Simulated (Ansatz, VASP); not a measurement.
Two plane-wave programs on WBrF4

```
W Br F
1.0
     4.67305   -5.19555    0.00000
     4.67305    5.19555    0.00000
     0.00000    0.00000    3.30689
W Br F
1 1 4
Direct
  0.00000 0.00000 0.00000
  0.50000 0.50000 0.50000
  0.12871 0.12871 0.50000
  0.87129 0.87129 0.50000
  0.82423 0.17577 0.00000
  0.17577 0.82423 0.00000
```

Alike in both runs: task single point; functional PBE; k mesh 6 × 6 × 12; occupations gaussian, width 0.1 eV; no spin polarisation.

|  | VASP | Ansatz |
| --- | --- | --- |
| version | VASP 6.6.1 | Ansatz 0.2.0 |
| potentials or method | VASP PAW PBE potentials, release 64 (W_sv, Br, F), cutoff 520 eV | scalar-relativistic, plane waves, PAW |
| valence electrons in the cell | 49 | 49 |

|  | VASP | Ansatz | Ansatz less VASP |
| --- | --- | --- | --- |
| gap on the k mesh at the Fermi level (eV) | none | none | - |
| pressure (GPa) | 0.8 | 0.0 | -0.75 |
| traceless stress, the component that is largest in VASP (GPa) | 0.67 | 0.02 | -0.649 |
| rms of the force components (eV/Å) | 0.160 | 0.001 | -0.1590 |

Atom by atom the forces differ by 0.159 eV/Å (rms over components). A gap of «none» marks a metal or a gap that the smearing closes. One of these differences is far larger than is usual between the two programs; its cause wasn't traced. With one functional, cell and mesh, what is left measures potentials, basis and numerics. Ansatz's warnings: xc potential rough in thin density.

Neither program's run includes spin-orbit coupling.
